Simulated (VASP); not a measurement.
# Ni (P6_3/mmc) in VASP: single point with LDA

Aim: the single point of Ni with LDA.

Program: VASP 6.6.1. These are calculated values, not measurements. Logs are shortened: lines on timing, memory, paths and dates and some standing lists are left out, and cuts for length are marked.

## 1. The cell of the first run

The structure is hexagonal, space group P6_3/mmc (No. 194). Conventional cell: a = 2.417 Å, b = 2.417 Å, c = 3.973 Å, α = 90.00°, β = 90.00°, γ = 120.00°. Within 3.2 Å of Ni (site symmetry -6m2) lie 12 Ni at 2.42 to 2.43 Å.

## 2. Single point, LDA, collinear spin, ferromagnetic start

INCAR

```
PREC     = Accurate       # precision mode
ENCUT    = 520            # plane-wave cutoff, eV
EDIFF    = 1E-6           # SCF threshold, eV
ISMEAR   = -1             # smearing method
SIGMA    = 0.05           # smearing width, eV
LREAL    = F              # projectors in reciprocal space
LASPH    = T              # aspherical terms in the spheres
NELM     = 150            # most SCF steps
ALGO     = Normal         # electronic algorithm
ISIF     = 2              # what is computed and relaxed
LWAVE    = F              # write WAVECAR
LCHARG   = F              # write CHGCAR
ISPIN    = 2              # spin polarisation
MAGMOM   = 0.584 0.584    # initial moments
LORBIT   = 11             # projections on sites
LMAXMIX  = 4              # l up to which the mixer works
GGA      = CA             # functional
NBANDS   = 21             # bands
```

KPOINTS

```
Automatic mesh
0
Gamma
  24 24 13
```

POSCAR

```
Ni
1.0
    2.4173881801      0.0000000000      0.0000000000
   -1.2086940901      2.0935195748      0.0000000000
    0.0000000000      0.0000000000      3.9727704062
Ni
2
Direct
    0.3333333333      0.6666666667      0.2500000000
    0.6666666667      0.3333333333      0.7500000000
```

Potentials or basis: VASP PAW LDA potentials, release 64 (Ni).

Launch:

```console
cat potpaw_LDA.64/Ni/POTCAR > POTCAR
mpirun -np 1 vasp_std > vasp.out
```

OUTCAR:

```text
PREC = Accurate
   ENCUT = 520
   EDIFF = 1E-6
   ISMEAR = -1
   LREAL = F
   LASPH = T
   NELM = 150
   ISIF = 2
   ISPIN = 2
   LORBIT = 11
   GGA = CA

 ion  position               nearest neighbor table
   1  0.333  0.667  0.250-   2 2.43   2 2.43   2 2.43   2 2.43   2 2.43   2 2.43
   2  0.667  0.333  0.750-   1 2.43   1 2.43   1 2.43   1 2.43   1 2.43   1 2.43

  LATTYP: Found a hexagonal cell.
 ALAT       =     2.4173881801
 C/A-ratio  =     1.6434143423

  Lattice vectors:

 A1 = (   2.4173881801,   0.0000000000,   0.0000000000)
 A2 = (  -1.2086940901,   2.0935195748,   0.0000000000)
 A3 = (   0.0000000000,   0.0000000000,   3.9727704062)

Analysis of symmetry for initial positions (statically):
=====================================================================
 Subroutine PRICEL returns:
 Original cell was already a primitive cell.

 Routine SETGRP: Setting up the symmetry group for a
 hexagonal supercell.

 Subroutine GETGRP returns: Found 24 space group operations
 (whereof 12 operations were pure point group operations)
 out of a pool of 24 trial point group operations.

The static configuration has the point symmetry D_3d.
 The point group associated with its full space group is D_6h.

Analysis of symmetry for dynamics (positions and initial velocities):
=====================================================================
 Subroutine PRICEL returns:
 Original cell was already a primitive cell.

 Routine SETGRP: Setting up the symmetry group for a
 hexagonal supercell.

 Subroutine GETGRP returns: Found 24 space group operations
 (whereof 12 operations were pure point group operations)
 out of a pool of 24 trial point group operations.

The dynamic configuration has the point symmetry D_3d.
 The point group associated with its full space group is D_6h.

Analysis of structural, dynamic, and magnetic symmetry:
=====================================================================
 Subroutine PRICEL returns:
 Original cell was already a primitive cell.

 Routine SETGRP: Setting up the symmetry group for a
 hexagonal supercell.

 Subroutine GETGRP returns: Found 24 space group operations
 (whereof 12 operations were pure point group operations)
 out of a pool of 24 trial point group operations.

The overall configuration has the point symmetry D_3d.
 The point group associated with its full space group is D_6h.

 Subroutine INISYM returns: Found 24 space group operations
 (whereof 12 operations are pure point group operations),
 and found     1 'primitive' translations

----------------------------------------------------------------------------------------

                                     Primitive cell

  volume of cell :      20.1056

  direct lattice vectors                    reciprocal lattice vectors
     2.417388180  0.000000000  0.000000000     0.413669599  0.238832255  0.000000000
    -1.208694090  2.093519575  0.000000000     0.000000000  0.477664509  0.000000000
     0.000000000  0.000000000  3.972770406     0.000000000  0.000000000  0.251713514

  length of vectors
     2.417388180  2.417388180  3.972770406     0.477664509  0.477664509  0.251713514

  position of ions in fractional coordinates (direct lattice)
     0.333333333  0.666666667  0.250000000
     0.666666667  0.333333333  0.750000000

  ion indices of the primitive-cell ions
   primitive index   ion index
                 1           1
                 2           2

----------------------------------------------------------------------------------------

 KPOINTS: Automatic mesh

Automatic generation of k-mesh.
 Grid dimensions read from file:
 generate k-points for:   24   24   13

 Generating k-lattice:

  Cartesian coordinates                     Fractional coordinates (reciprocal lattice)
     0.017236233  0.009951344  0.000000000     0.041666667  0.000000000  0.000000000
     0.000000000  0.019902688  0.000000000     0.000000000  0.041666667  0.000000000
     0.000000000  0.000000000  0.019362578     0.000000000  0.000000000  0.076923077

  Length of vectors
     0.019902688  0.019902688  0.019362578

  Shift w.r.t. Gamma in fractional coordinates (k-lattice)
     0.000000000  0.000000000  0.000000000

 Subroutine IBZKPT returns following result:
 ===========================================

 Found    427 irreducible k-points:

 Following reciprocal coordinates:
            Coordinates               Weight
  0.000000  0.000000  0.000000      1.000000
  0.041667 -0.000000  0.000000      6.000000
  0.083333 -0.000000  0.000000      6.000000
  0.125000 -0.000000  0.000000      6.000000
  0.166667 -0.000000  0.000000      6.000000
  0.208333 -0.000000  0.000000      6.000000
[... 16 lines left out ...]
  0.416667  0.041667  0.000000     12.000000
  0.458333  0.041667  0.000000     12.000000
 [... further k-points ...]
   k-points           NKPTS =    427   k-points in BZ     NKDIM =    427   number of bands    NBANDS=     21
   number of dos      NEDOS =    301   number of ions     NIONS =      2
   total plane-waves  NPLWV =   9720
   dimension x,y,z NGX =    18 NGY =   18 NGZ =   30
   dimension x,y,z NGXF=    36 NGYF=   36 NGZF=   60
   ions per type =               2
   NGX,Y,Z   is equivalent  to a cutoff of  12.38, 12.38, 12.55 a.u.
   NGXF,Y,Z  is equivalent  to a cutoff of  24.76, 24.76, 25.11 a.u.
 SYSTEM =  unknown system
   PREC   = accura    normal or accurate (medium, high low for compatibility)
   ISTART =      0    job   : 0-new  1-cont  2-samecut
   ICHARG =      2    charge: 1-file 2-atom 10-const
   ISPIN  =      2    spin polarized calculation?
   LNONCOLLINEAR =      F non collinear calculations
   LSORBIT =      F    spin-orbit coupling
   LASPH  =      T    aspherical Exc in radial PAW
   ENCUT  =  520.0 eV  38.22 Ry    6.18 a.u.   4.49  4.49  7.39*2*pi/ulx,y,z
   NELM   =    150;   NELMIN=  2; NELMDL= -5     # of ELM steps
   EDIFF  = 0.1E-05   stopping-criterion for ELM
   LREAL  =      F    real-space projection
   EDIFFG = 0.1E-04   stopping-criterion for IOM
   NSW    =      0    number of steps for IOM
   IBRION =     -1    ionic relax: 0-MD 1-quasi-New 2-CG
   NFREE  =      0    steps in history (QN), initial steepest desc. (CG)
   ISIF   =      2    stress and relaxation
   ISYM   =      2    0-nonsym 1-usesym 2-fastsym
   POTIM  = 0.5000    time-step for ionic-motion
   TEBEG  =    0.0;   TEEND  =   0.0 temperature during run
   PSTRESS=    0.0 pullay stress
   NELECT =      20.0000    total number of electrons
   NUPDOWN=      -1.0000    fix difference up-down
   EMIN   =  10.00;   EMAX   =-10.00  energy-range for DOS
   EFERMI =   0.00;   METHOD = LEGACY
   ISMEAR =    -1;   SIGMA  =   0.05  broadening in eV -4-tet -1-fermi 0-gaus
   EFERMI_NEDOS =   21; number of points for ismear=-14 and -15
   IALGO  =     38    algorithm
   IMIX   =      4    mixing-type and parameters
     AMIX     =   0.40;   BMIX     =  1.00
     AMIX_MAG =   1.60;   BMIX_MAG =  1.00
  volume/ion in A,a.u.               =      10.05        67.84
  Fermi-wavevector in a.u.,A,eV,Ry     =   1.634228  3.088242 36.337076  2.670700
  Thomas-Fermi vector in A             =   2.725902
   LORBIT       =     11    0 simple, 1 ext, 2 COOP (PROOUT), +10 PAW based schemes
   GGA     = CA    functional components
   LHFCALC =     F    Hartree Fock is set to
   AEXX    =    0.0000 exact exchange contribution
   IVDW    =     0    specifies the selected vdW correction
   LEPSILON=     F    determine dielectric tensor
   LRPA    =     F    only Hartree local field effects (RPA)
 spin polarized calculation
  energy-cutoff  :      520.00
  volume of cell :       20.11
 maximum number of plane-waves:       561
 NGX is ok and might be reduce to    18
   NGX =  9   NGY =  9   NGZ = 15

 number of electron      19.9999973 magnetization       1.1562021

 Free energy of the ion-electron system (eV)
  ---------------------------------------------------
  ext. energy  EPLUGINS =         0.00000000
  ---------------------------------------------------
  free energy    TOTEN  =       -13.12351570 eV

  energy without entropy =      -13.08980196  energy(sigma->0) =      -13.10665883

 E-fermi :  10.2247     XC(G=0): -14.0862

 val. band max:       10.2241902179   @ k =   0.4583  -0.0000   0.1538
 cond. band min:      10.2249825794   @ k =   0.1667   0.0833   0.2308
 fundamental gap:      0.0007923615
 Fermi energy:        10.2246593251

 spin component 1

 k-point     1 :       0.0000    0.0000    0.0000
  band No.  band energies     occupation
      1       0.6555      1.00000
      2       4.9705      1.00000
      3       7.6445      1.00000
      4       7.7585      1.00000
      5       7.7585      1.00000
      6       8.0621      1.00000
[... 13 lines left out ...]
     20      37.5619      0.00000
     21      42.3212      0.00000
[... 529 lines left out ...]
 k-point    24 :       0.4583    0.0417    0.0000
  band No.  band energies     occupation
      1       5.3820      1.00000
      2       5.5271      1.00000
      3       5.8195      1.00000
      4       7.5898      1.00000
      5       7.6814      1.00000
      6       7.7810      1.00000
[... 13 lines left out ...]
     20      35.6898      0.00000
     21      39.6576      0.00000

 [... further k-points ...]

 spin component 2

 k-point     1 :       0.0000    0.0000    0.0000
  band No.  band energies     occupation
      1       0.7028      1.00000
      2       5.3182      1.00000
      3       8.2105      1.00000
      4       8.3130      1.00000
      5       8.3130      1.00000
      6       8.6322      1.00000
[... 13 lines left out ...]
     20      37.6990      0.00000
     21      42.4655      0.00000
[... 529 lines left out ...]
 k-point    24 :       0.4583    0.0417    0.0000
  band No.  band energies     occupation
      1       5.7048      1.00000
      2       5.9522      1.00000
      3       6.2341      1.00000
      4       7.8800      1.00000
      5       8.2159      1.00000
      6       8.2763      1.00000
[... 13 lines left out ...]
     20      35.8083      0.00000
     21      39.7772      0.00000

 [... further k-points ...]
[... 5 lines left out ...]
  --------------------------------------------------------------------------------------
  -------------------------------------------------------------------------------------
  Total        0.0000661      0.0000661     -0.0296463     -0.0000000      0.0000000      0.0000000
  in kB        0.0052638      0.0052638     -2.3624606     -0.0000000      0.0000000      0.0000000
  external PRESSURE =      -0.7839776 kB  Pullay stress =       0.0000000 kB

 VOLUME and BASIS-vectors are now :
 -----------------------------------------------------------------------------
  energy-cutoff  :      520.00
  volume of cell :       20.11
      direct lattice vectors                 reciprocal lattice vectors
     2.417388180  0.000000000  0.000000000     0.413669599  0.238832255  0.000000000
    -1.208694090  2.093519575  0.000000000     0.000000000  0.477664509  0.000000000
     0.000000000  0.000000000  3.972770406     0.000000000  0.000000000  0.251713514

 POSITION                                       TOTAL-FORCE (eV/Angst)
 -----------------------------------------------------------------------------------
     -0.00000      1.39568      0.99319         0.000000      0.000000      0.000000
      1.20869      0.69784      2.97958        -0.000000     -0.000000      0.000000
 -----------------------------------------------------------------------------------
    total drift:                               -0.000000      0.000000     -0.000000

  FREE ENERGIE OF THE ION-ELECTRON SYSTEM (eV)
  ---------------------------------------------------
  free  energy   TOTEN  =       -13.1235157040 eV

  energy  without entropy=      -13.0898019564  energy(sigma->0) =      -13.10665883

 total charge

# of ion       s       p       d       tot
------------------------------------------
    1        0.533   0.569   8.370   9.472
    2        0.533   0.569   8.370   9.472
--------------------------------------------------
tot          1.066   1.139  16.740  18.945

 magnetization (x)

# of ion       s       p       d       tot
------------------------------------------
    1       -0.004  -0.018   0.600   0.578
    2       -0.004  -0.018   0.600   0.578
--------------------------------------------------
tot         -0.008  -0.036   1.201   1.156
```

Wall time 2.1 min (1 thread of Intel Xeon 6975P-C (Granite Rapids), shared host); peak memory 0.32 GiB.

What came out:

| Item | Value |
| --- | --- |
| Free energy | -13.1235 eV |
| Pressure | -0.1 GPa |
| Net moment | 1.16 μB per cell |
| Site moments | Ni +0.58 μB |
| Valence electrons inside the program's atomic spheres | Ni 9.47 |
